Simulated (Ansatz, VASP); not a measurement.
**ZrHCl4: VASP beside Ansatz**

```
CELL_PARAMETERS angstrom
5.10139 0.00000 0.00000
0.00000 5.10139 0.00000
0.00000 0.00000 8.78293
ATOMIC_POSITIONS crystal
Zr 0.00000 0.00000 0.00000
H 0.50000 0.50000 0.50000
Cl 0.50000 0.00000 0.00000
Cl 0.00000 0.50000 0.00000
Cl 0.00000 0.00000 0.26963
Cl 0.00000 0.00000 0.73037
```

Alike in both runs: task single point; functional PBE; k mesh 8 × 8 × 6; occupations gaussian, width 0.1 eV; collinear spin.

|  | VASP | Ansatz |
| --- | --- | --- |
| version | VASP 6.6.1 | Ansatz 0.2.0 |
| potentials or method | VASP PAW PBE potentials, release 64 (Zr_sv, H, Cl), cutoff 520 eV | scalar-relativistic, plane waves, PAW |
| valence electrons in the cell | 41 | 41 |

```csv
,VASP,Ansatz,Ansatz less VASP
gap on the k mesh at the Fermi level (eV),1.27,1.26,-0.009
least direct gap on the mesh (eV),1.33,1.32,-0.009
pressure (GPa),0.0,0.0,+0.05
net moment per atom (μB),0.17,0.17,0.000
size of the moment on the site where the two differ most (μB),0.38,0.96,+0.581
```

Site moments also hang on the region over which each program counts them. Ansatz's warnings: stability check not made, xc potential rough in thin density.
